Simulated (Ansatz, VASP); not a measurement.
# Zn in VASP and in Ansatz

Contents of INCAR:

```
SYSTEM = Zn
PREC = Accurate ; ENCUT = 520
EDIFF = 1E-8 ; ISMEAR = -1
SIGMA = 0.03 ; LREAL = .False.
LASPH = .True. ; NELM = 100
ALGO = Normal ; ISIF = 2
LWAVE = .False. ; LCHARG = .False.
GGA = PE ; LEFG = .True.
NBANDS = 19
```

File KPOINTS:

```
Automatic mesh
0
Gamma
  18 18 8
  0 0 0
```

POSCAR

```
Zn
1.0
    2.6469129636      0.0000000000      0.0000000000
   -1.3234564818      2.2922938681      0.0000000000
    0.0000000000      0.0000000000      4.9134996708
Zn
2
Direct
    0.3333333333      0.6666666667      0.2500000000
    0.6666666667      0.3333333333      0.7500000000
```

Input for Ansatz:

```yaml
crystal:
  lattice:
    - [2.6469129636, 0.0, 0.0]
    - [-1.3234564818, 2.2922938681, 0.0]
    - [0.0, 0.0, 4.9134996708]
  atoms:
    - { symbol: Zn, position: [0.3333333333, 0.6666666667, 0.25] }
    - { symbol: Zn, position: [0.6666666667, 0.3333333333, 0.75] }
kpoints:
  mp_grid: { grid: [18, 18, 8] }
scf:
  occupations: { method: fermi_dirac, width: 0.03 }
hamiltonian:
  xc: pbe
  pseudopotentials: { kind: all_electron, datasets: crystal }
output:
  forces: true
  stress: true
  eigenvalues: true
  efg: { contact_densities: true }
```

Change from the starting cell: volume scaled by 0.98, crystal datasets.

Alike in both runs: task electric field gradients; functional PBE; k mesh 18 × 18 × 8; occupations fermi-dirac, width 0.03 eV; no spin polarisation.

|  | VASP | Ansatz |
| --- | --- | --- |
| version | VASP 6.6.1 | Ansatz 0.2.0 |
| potentials or method | VASP PAW PBE potentials, release 64 (Zn), cutoff 520 eV | all-electron PAW with datasets made for the crystal, scalar-relativistic |

Ansatz gave:

* pressure (GPa): 1.2
* traceless stress, the component that is largest in VASP (GPa): 0.48
* size of Vzz on the site where it differs most (V/Å²): 36.3

**Question.** What did VASP give for the same quantities?

**Answer.** Pressure (GPa): 1.5; traceless stress, the component that is largest in VASP (GPa): 0.37; size of Vzz on the site where it differs most (V/Å²): 36.5.

Ansatz ran all-electron here, and VASP with PAW potentials.
